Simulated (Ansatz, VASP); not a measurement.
**C in VASP and in Ansatz**

```xyz
4
Lattice="2.5775 0.0000 0.0000 -1.2888 2.2322 0.0000 0.0000 0.0000 4.2430" Properties=species:S:1:pos:R:3 pbc="T T T"
C     0.0000    1.4881   -0.0019
C     1.2888    0.7441    2.1196
C     0.0000    1.4881    1.5888
C     1.2888    0.7441    3.7103
```

Change from the starting cell: strained cell.

Alike in both runs: functional PBE; k mesh 9 × 9 × 6; occupations gaussian, width 0.02 eV; no spin polarisation.

Ansatz relaxed the structure, and its values are those at the end. VASP's run is a single point on that final structure, the one shown.

```csv
,VASP,Ansatz
version,VASP 6.6.1,Ansatz 0.2.0
potentials or method,"VASP PAW PBE potentials, release 64 (C), cutoff 520 eV","scalar-relativistic, plane waves, PAW"
valence electrons in the cell,16,16
```

VASP gave:

| Item | Value |
| --- | --- |
| gap on the k mesh at the Fermi level (eV) | 3.58 |
| least direct gap on the mesh (eV) | 4.73 |
| pressure (GPa) | -25.0 |

Which values does Ansatz return?

gap on the k mesh at the Fermi level (eV): 3.60; least direct gap on the mesh (eV): 4.74; pressure (GPa): -25.4.

Ansatz's warnings: stress scf threshold loose.
